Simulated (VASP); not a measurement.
Set up this calculation in VASP 6.6.1, as the native input.

```yaml
Task: single point
Functional: LDA
Potentials_or_basis: VASP PAW LDA potentials, release 64 (Hf_pv)
Cutoff: 520 eV
k_mesh: 8 × 8 × 4
Occupations: fermi-dirac, width 0.05 eV
Spin: no spin polarisation
Dipole_correction: no
Further_INCAR_settings: ALGO = Normal; EDIFF = 1e-07; NBANDS = 17
```

The structure of Hf lies in POSCAR:

```
Hf
1.0
    3.1215203391      0.0000000000      0.0000000000
   -1.5607601696      2.7033159121      0.0000000000
    0.0000000000      0.0000000000      4.9383529160
Hf
2
Direct
    0.3333333333      0.6666666667      0.2500000000
    0.6666666667      0.3333333333      0.7500000000
```

The input as run:

INCAR

```
PREC = Accurate
ENCUT = 520
EDIFF = 1E-7
ISMEAR = -1
SIGMA = 0.05
LREAL = False
LASPH = True
NELM = 60
ALGO = Normal
ISIF = 2
LWAVE = False
LCHARG = True
GGA = CA
LELF = True
LVHAR = True
NBANDS = 17
```

KPOINTS

```
regular mesh
0
Gamma
  8 8 4
```

Potentials or basis: VASP PAW LDA potentials, release 64 (Hf_pv).

Command:

```bash
$ cat potpaw_LDA.64/Hf_pv/POTCAR > POTCAR
$ mpirun -np 1 vasp_std > vasp.out
```

Results of the run:

```json
{
 "Pressure": "0.1 GPa",
 "Band gap on the k mesh": "zero (band 10 reaches 6.42 eV, above the bottom of band 11 at 5.18 eV)"
}
```

Caveat: spin-orbit coupling is left out, which moves the levels of the heavy elements.

It took 31 s on 1 thread of Intel Xeon 8259CL (shared host), peak memory 0.15 GiB.
